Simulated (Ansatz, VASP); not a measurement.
# SiO2: VASP beside Ansatz

INCAR

```
SYSTEM = SiO2
  PREC = Accurate
  ENCUT = 520
  EDIFF = 1E-6
  ISMEAR = -1
  SIGMA = 0.02
  LREAL = .FALSE.
  LASPH = .TRUE.
  NELM = 80
  ALGO = Normal
  ISIF = 2
  LWAVE = .FALSE.
  LCHARG = .FALSE.
  GGA = PE
  IBRION = 2
  NSW = 80
  EDIFFG = -0.02
  LUSENCCL = .FALSE.
```

The input KPOINTS:

```
regular mesh
0
G
  5 5 4
  0 0 0
```

The input POSCAR:

```
SiO2
1.0
    4.9790000000      0.0000000000      0.0000000000
    0.0000000000      4.9790000000      0.0000000000
    0.0000000000      0.0000000000      6.9500000000
Si O
4 8
Direct
    0.3001700000      0.3001700000      0.0000000000
    0.1998300000      0.8001700000      0.2500000000
    0.6998300000      0.6998300000      0.5000000000
    0.8001700000      0.1998300000      0.7500000000
    0.2394400000      0.1049200000      0.1785200000
    0.3950800000      0.7394400000      0.4285200000
    0.7605600000      0.8950800000      0.6785200000
    0.6049200000      0.2605600000      0.9285200000
    0.7394400000      0.3950800000      0.5714800000
    0.8950800000      0.7605600000      0.3214800000
    0.2605600000      0.6049200000      0.0714800000
    0.1049200000      0.2394400000      0.8214800000
```

Input for Ansatz:

```yaml
crystal:
  lattice:
    - [4.979, 0.0, 0.0]
    - [0.0, 4.979, 0.0]
    - [0.0, 0.0, 6.95]
  atoms:
    - { symbol: Si, position: [0.30017, 0.30017, 0.0] }
    - { symbol: Si, position: [0.19983, 0.80017, 0.25] }
    - { symbol: Si, position: [0.69983, 0.69983, 0.5] }
    - { symbol: Si, position: [0.80017, 0.19983, 0.75] }
    - { symbol: O, position: [0.23944, 0.10492, 0.17852] }
    - { symbol: O, position: [0.39508, 0.73944, 0.42852] }
    - { symbol: O, position: [0.76056, 0.89508, 0.67852] }
    - { symbol: O, position: [0.60492, 0.26056, 0.92852] }
    - { symbol: O, position: [0.73944, 0.39508, 0.57148] }
    - { symbol: O, position: [0.89508, 0.76056, 0.32148] }
    - { symbol: O, position: [0.26056, 0.60492, 0.07148] }
    - { symbol: O, position: [0.10492, 0.23944, 0.82148] }
kpoints:
  mp_grid: { grid: [5, 5, 4] }
scf:
  occupations: { method: fermi_dirac, width: 0.02 }
hamiltonian:
  xc: pbe
  pseudopotentials: { kind: paw }
output:
  forces: true
  stress: true
  populations: true
  efg: { quadrupole_moments_barn: { O: -0.02558 }, contact_densities: true }
  write_density: true
  write_potential: true
  elf: true
  volumetric_format: npy
relax:
  f_tol: 0.02
  max_steps: 60
```

Alike in both runs: task relaxation of the atoms; functional PBE; k mesh 5 × 5 × 4; occupations fermi-dirac, width 0.02 eV; no spin polarisation.

|  | VASP | Ansatz |
| --- | --- | --- |
| version | VASP 6.6.1 | Ansatz 0.2.0 |
| potentials or method | VASP PAW PBE potentials, release 64 (Si, O) | plane-wave PAW, scalar-relativistic |
| plane-wave cutoff (eV) | 520 | 420 |
| valence electrons in the cell | 64 | 64 |

VASP gave:

| Property | Result |
| --- | --- |
| gap on the k mesh at the Fermi level, each at its own relaxed structure (eV) | 5.62 |

Problem. What did Ansatz give for the same quantities?

Solution. gap on the k mesh at the Fermi level, each at its own relaxed structure (eV): 5.61.

Ansatz's warnings: stress scf threshold loose.
